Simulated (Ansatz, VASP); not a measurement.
## Two plane-wave programs on Rh

```
Rh
1.0
     2.41359    0.00000    0.00000
    -1.20679    2.25914    0.00000
     0.00000    0.00000    9.62024
Rh
4
Direct
  0.00000 0.00000 0.00000
  0.33333 0.66667 0.25000
  0.00000 0.00000 0.50000
  0.66667 0.33333 0.75000
```

Change from the starting cell: strain +e along x and -e along y -0.0367, strain +e along z and -e/2 along x and y +0.1100.

Alike in both runs: task single point; functional LDA; k mesh 18 × 18 × 6; occupations gaussian, width 0.15 eV; no spin polarisation.

|  | VASP | Ansatz |
| --- | --- | --- |
| version | VASP 6.6.1 | Ansatz 0.2.0 |
| potentials or method | VASP PAW LDA potentials, release 64 (Rh_pv), cutoff 520 eV | scalar-relativistic, plane waves, PAW |
| valence electrons in the cell | 60 | 68 |

```csv
,VASP,Ansatz,Ansatz less VASP
gap on the k mesh at the Fermi level (eV),none,none,-
pressure (GPa),17.5,16.5,-1.00
"traceless stress, the component that is largest in VASP (GPa)",-44.88,-44.58,+0.296
rms of the force components (eV/Å),0.038,0.037,-0.0011
```

Ansatz warns that its potentials were made for another functional, while VASP's fit it. LDA's correlation is that of Perdew and Zunger in VASP and of Perdew and Wang (1992) in Ansatz. Atom by atom the forces differ by 0.001 eV/Å (rms over components). A gap of «none» marks a metal or a gap that the smearing closes. VASP's potentials hold 60 valence electrons a cell and Ansatz's 68, so a difference there can come from the potentials and not from the codes.
